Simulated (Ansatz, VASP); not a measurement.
# One calculation of Ga, two programs

```
CELL_PARAMETERS angstrom
0.00000 2.13979 2.13979
2.13979 0.00000 2.13979
2.13979 2.13979 0.00000
ATOMIC_POSITIONS crystal
Ga 0.00000 0.00000 0.00000
```

Alike in both runs: task relaxation of cell and atoms; functional RPBE; k mesh 13 × 13 × 13; occupations fermi-dirac, width 0.1 eV; no spin polarisation.

```csv
,VASP,Ansatz
version,VASP 6.6.1,Ansatz 0.2.0
potentials or method,"VASP PAW PBE potentials, release 64 (Ga_d), cutoff 600 eV","plane waves (420 eV) with PAW, scalar-relativistic"
valence electrons in the cell,13,13
```

```csv
,VASP,Ansatz,Ansatz less VASP
relaxed volume (Å³/atom),19.69,19.68,-0.008
relaxed cell length with the largest relative difference (Å),3.031,3.031,-0.0004
```

VASP's potentials were made for PBE, not for RPBE.
